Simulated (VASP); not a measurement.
Runs of VASP 6.6.1 on MoS2. The structure is that of space group P6_3/mmc (No. 194), or close to it. The cells are those of the table. 

```tsv
cell	smearing	gap on the mesh (eV)	pressure (GPa)	largest force (eV/Å)
a = 3.190, b = 3.190, c = 12.406 Å, angles 90.0, 90.0, 120.0°, 6 atoms	methfessel-paxton 0.15 eV	1.01	-1.0	(b)
a = 3.126, b = 3.126, c = 12.157 Å, angles 90.0, 90.0, 120.0°, 6 atoms	methfessel-paxton 0.131 eV	(a)	8.6	0.60
a = 3.211, b = 3.211, c = 12.486 Å, angles 90.0, 90.0, 120.0°, 6 atoms	methfessel-paxton 0.15 eV	1.01	(c)	0.66
a = 3.169, b = 3.169, c = 12.324 Å, angles 90.0, 90.0, 120.0°, 6 atoms	methfessel-paxton 0.15 eV	0.99	1.9	0.08
a = 3.231, b = 3.231, c = 12.566 Å, angles 90.0, 90.0, 120.0°, 6 atoms	methfessel-paxton 0.15 eV	1.02	-5.9	0.92
a = 3.148, b = 3.148, c = 12.241 Å, angles 90.0, 90.0, 120.0°, 6 atoms	methfessel-paxton 0.133 eV	0.98	5.1	0.25
a = 3.104, b = 3.104, c = 12.072 Å, angles 90.0, 90.0, 120.0°, 6 atoms	methfessel-paxton 0.128 eV	0.95	12.6	0.99
```

Alike in all rows: task single point; level PBE; potentials or basis VASP PAW PBE potentials, release 64 (Mo_sv, S); no spin polarisation; k mesh 8 × 8 × 2; cutoff (eV) 520.

Fill in the values left out.

(a) 0.96; (b) 0.38; (c) -3.6.

Caveats: this functional lacks dispersion, which binds the layers, so the pressure and a relaxed spacing across them are unreliable.

A k mesh can miss the band edges, and the runs leave out spin-orbit coupling on Mo.
